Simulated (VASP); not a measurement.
A run of VASP 6.6.1:

INCAR

```
SYSTEM = Zn
PREC = Accurate ; ENCUT = 520
EDIFF = 1E-6 ; ISMEAR = 0
SIGMA = 0.15 ; LREAL = .FALSE.
LASPH = .TRUE. ; NELM = 100
ALGO = Fast ; ISIF = 2
LWAVE = .FALSE. ; LCHARG = .FALSE.
GGA = PS ; NBANDS = 12
```

File KPOINTS:

```
Automatic mesh
0
G
  24 24 24
  0 0 0
```

The input POSCAR:

```
Zn
1.0
   -1.9288052462      1.5887727104      1.5887727104
    1.5887727104     -1.9288052462      1.5887727104
    1.5887727104      1.5887727104     -1.9288052462
Zn
1
Direct
    0.0000000000      0.0000000000      0.0000000000
```

Potentials or basis: VASP PAW PBE potentials, release 64 (Zn).

The run is started by

```console
$ cat potpaw_PBE.64/Zn/POTCAR > POTCAR
$ mpirun -np 1 vasp_std > vasp.out
```

Hardware: 1 thread of Intel(R) Xeon(R) Platinum 8488C (Sapphire Rapids) (shared host).

How long does it take, and how much memory?

Wall time 2.8 min on 1 thread of Intel(R) Xeon(R) Platinum 8488C (Sapphire Rapids) (shared host), peak memory 0.34 GiB. Counts: scf iterations 11, k points 1313.
